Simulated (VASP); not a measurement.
A run of VASP 6.6.1:

The input INCAR:

```
ALGO = Normal
EDIFF = 1E-6
EDIFFG = -0.005
ENCUT = 600
GGA = PE
IBRION = 2
ISIF = 3
ISMEAR = -1
LASPH = T
LCHARG = F
LREAL = F
LWAVE = F
NELM = 100
NSW = 32
PREC = Accurate
PSTRESS = 480.0
SIGMA = 0.1
```

Contents of KPOINTS:

```
k-points
0
Gamma
  13 13 13
```

POSCAR

```
Ru
1.0
    0.0000000000      2.5609151524      2.5609151524
    2.5609151524      0.0000000000      2.5609151524
    2.5609151524      2.5609151524      0.0000000000
Ru
2
Direct
   -0.1250000000     -0.1250000000     -0.1250000000
    0.1250000000      0.1250000000      0.1250000000
```

Potentials or basis: VASP PAW PBE potentials, release 64 (Ru_pv).

Command:

```sh
$ cat potpaw_PBE.64/Ru_pv/POTCAR > POTCAR
$ mpirun -np 1 vasp_std > vasp.out
```

Hardware: 1 thread of Intel Xeon 6975P-C, on a shared host.

Q: Estimate the wall time of this run.

A: Wall time 110 s on 1 thread of Intel Xeon 6975P-C, with other jobs on the host, peak memory 0.21 GiB. Counts: scf iterations 25, k points 84, ion steps 3.
